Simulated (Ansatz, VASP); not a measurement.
## TiN: VASP beside Ansatz

INCAR

```
SYSTEM = TiN
PREC = Accurate
ENCUT = 520
EDIFF = 1E-8
ISMEAR = -1
SIGMA = 0.05
LREAL = .False.
LASPH = .True.
NELM = 100
ALGO = Normal
ISIF = 2
LWAVE = .False.
LCHARG = .False.
GGA = PE
LEFG = .True.
NBANDS = 16
```

The input KPOINTS:

```
regular mesh
0
Gamma
  13 13 13
  0 0 0
```

File POSCAR:

```
TiN
1.0
    0.0000000000      2.1149029570      2.1149029570
    2.1149029570      0.0000000000      2.1149029570
    2.1149029570      2.1149029570      0.0000000000
Ti N
1 1
Direct
    0.0000000000      0.0000000000      0.0000000000
    0.5000000000      0.5000000000      0.5000000000
```

Input for Ansatz:

```yaml
crystal:
  lattice:
    - [0.0, 2.114902957, 2.114902957]
    - [2.114902957, 0.0, 2.114902957]
    - [2.114902957, 2.114902957, 0.0]
  atoms:
    - { symbol: Ti, position: [0.0, 0.0, 0.0] }
    - { symbol: "N", position: [0.5, 0.5, 0.5] }
kpoints:
  mp_grid: { grid: [13, 13, 13] }
scf:
  occupations: { method: fermi_dirac, width: 0.05 }
hamiltonian:
  xc: pbe
  pseudopotentials: { kind: all_electron, datasets: crystal }
output:
  forces: true
  stress: true
  eigenvalues: true
  efg: { contact_densities: true }
```

Change from the starting cell: volume scaled by 0.99, crystal datasets.

Alike in both runs: task electric field gradients; functional PBE; k mesh 13 × 13 × 13; occupations fermi-dirac, width 0.05 eV; no spin polarisation.

|  | VASP | Ansatz |
| --- | --- | --- |
| version | VASP 6.6.1 | Ansatz 0.2.0 |
| potentials or method | VASP PAW PBE potentials, release 64 (Ti_sv, N), cutoff 520 eV | all-electron PAW with datasets made for the crystal, scalar-relativistic |

Ansatz gave:

* pressure (GPa): 3.4

Task: Estimate VASP's values.

Result: Pressure (GPa): 3.9.

Ansatz ran all-electron here, and VASP with PAW potentials.
